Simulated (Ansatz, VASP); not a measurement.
## LaNiF6 in VASP and in Ansatz

```
La Ni F
1.0
     3.57324    2.06301    2.24140
    -3.57324    2.06301    2.24140
     0.00000   -4.12603    2.24140
La Ni F
1 1 6
Cartesian
  0.0000 0.0000 3.3621
  0.0000 0.0000 0.0000
  -2.2869 1.3203 3.2904
  0.0000 -2.6407 3.2904
  2.2869 1.3203 3.2904
  2.2869 -1.3203 3.4338
  -2.2869 -1.3203 3.4338
  0.0000 2.6407 3.4338
```

Alike in both runs: task single point; functional r2SCAN; k mesh 4 × 4 × 4; no spin polarisation.

```csv
,VASP,Ansatz
version,VASP 6.6.1,Ansatz 0.2.0
potentials or method,"VASP PAW PBE potentials, release 64 (La, Ni, F), cutoff 520 eV",PAW plane waves
occupations,"fermi-dirac, width 0.1 eV",fermi-dirac
valence electrons in the cell,63,71
```

Ansatz gave:

| Property | Result |
| --- | --- |
| gap on the k mesh at the Fermi level (eV) | none |
| pressure (GPa) | -2.3 |
| traceless stress, the component that is largest in VASP (GPa) | 2.46 |
| rms of the force components (eV/Å) | 0.569 |

Problem. What did VASP give for the same quantities?

Solution. gap on the k mesh at the Fermi level (eV): none; pressure (GPa): -2.3; traceless stress, the component that is largest in VASP (GPa): 2.53; rms of the force components (eV/Å): 0.612.

VASP's potentials were made for PBE, not for r2SCAN. Atom by atom the forces differ by 0.048 eV/Å (rms over components). A gap of «none» marks a metal or a gap that the smearing closes. VASP's potentials hold 63 valence electrons a cell and Ansatz's 71, so a difference there can come from the potentials and not from the codes. Ansatz's warnings: structure snapped to symmetry.

Neither program's run includes spin-orbit coupling.
